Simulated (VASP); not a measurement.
Input of a VASP 6.6.1 run:

The input POSCAR:

```
BN
1.0
    0.0000000000      1.8028980000      1.8028980000
    1.8028980000      0.0000000000      1.8028980000
    1.8028980000      1.8028980000      0.0000000000
B N
1 1
Direct
    0.0000000000      0.0000000000      0.0000000000
    0.2500000000      0.2500000000      0.2500000000
```

Contents of INCAR.step1:

```
PREC     = Accurate       # precision mode
ENCUT    = 520            # plane-wave cutoff, eV
EDIFF    = 1E-5           # SCF threshold, eV
ISMEAR   = -1             # smearing method
SIGMA    = 0.05           # smearing width, eV
LREAL    = False          # projectors in reciprocal space
LASPH    = True           # aspherical terms in the spheres
NELM     = 80             # most SCF steps
ALGO     = Normal         # electronic algorithm
ISIF     = 2              # what is computed and relaxed
LWAVE    = True           # write WAVECAR
LCHARG   = False          # write CHGCAR
NBANDS   = 11             # bands
GGA      = PE             # functional
KPAR     = 2
```

INCAR.step2

```
PREC     = Accurate       # precision mode
ENCUT    = 520            # plane-wave cutoff, eV
EDIFF    = 1E-7           # SCF threshold, eV
ISMEAR   = -1             # smearing method
SIGMA    = 0.05           # smearing width, eV
LREAL    = False          # projectors in reciprocal space
LASPH    = True           # aspherical terms in the spheres
NELM     = 80             # most SCF steps
ALGO     = Normal         # electronic algorithm
ISIF     = 2              # what is computed and relaxed
LWAVE    = False          # write WAVECAR
LCHARG   = False          # write CHGCAR
GGA      = PE             # functional
LHFCALC  = True           # exact exchange
HFSCREEN = 0.2079         # screening, 1/A
PRECFOCK = Normal       
NBANDS   = 11             # bands
ISTART   = 1            
KPAR     = 2
```

KPOINTS

```
regular mesh
0
Gamma
  11 11 11
```

Potentials or basis: VASP PAW PBE potentials, release 64 (B, N).

Launch:

```console
$ cat potpaw_PBE.64/B/POTCAR potpaw_PBE.64/N/POTCAR > POTCAR
$ cp INCAR.step1 INCAR
$ mpirun -np 2 vasp_std > vasp.out
$ cp INCAR.step2 INCAR
$ mpirun -np 2 vasp_std > vasp.out
```

Task: What does it give for the pressure?

Result: -2.7 GPa.

Task: Predict the band gap on the k mesh.

Result: 5.90 eV (least direct gap 10.59 eV).

Caveat: the PAW data sets were made with another functional, which shifts forces and pressure a little; an odd mesh through Γ misses points on the zone boundary, where band edges can lie.
